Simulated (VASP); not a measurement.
The system is BN.

```
CELL_PARAMETERS angstrom
1.23421 0.71257 3.32735
-1.23421 0.71257 3.32735
0.00000 -1.42515 3.32735
ATOMIC_POSITIONS crystal
N 0.66724 0.66724 0.66724
B 0.00033 0.00033 0.00033
```

This cell differs from its parent crystal: volume scaled by 0.96.

Base run:

```yaml
Program: VASP 6.6.1
Functional: PBE
Potentials_or_basis: VASP PAW PBE potentials, release 64 (N, B)
Cutoff: 520 eV
k_mesh: 12 × 12 × 12
Occupations: fermi-dirac, width 0.05 eV
Spin: no spin polarisation
```

Its results: band gap on the k mesh 4.33 eV, indirect (least direct gap 4.80 eV); pressure 14.4 GPa.

Q: After a change of settings the same cell gave: band gap on the k mesh 4.14 eV, indirect (least direct gap 4.65 eV); pressure 6.5 GPa. Which change was it?
A. functional from PBE to PBE0; k mesh from 12 × 12 × 12 to 6 × 6 × 6
B. functional from PBE to r2SCAN; further incar settings from ALGO = Normal; EDIFF = 1e-06; NBANDS = 11 to ALGO = Normal; EDIFF = 1e-07; NBANDS = 11
C. functional from PBE to LDA; potentials or basis from VASP PAW PBE potentials, release 64 (N, B) to VASP PAW LDA potentials, release 64 (N, B)
D. functional from PBE to PBE0; k mesh from 12 × 12 × 12 to 8 × 8 × 8

A: C.
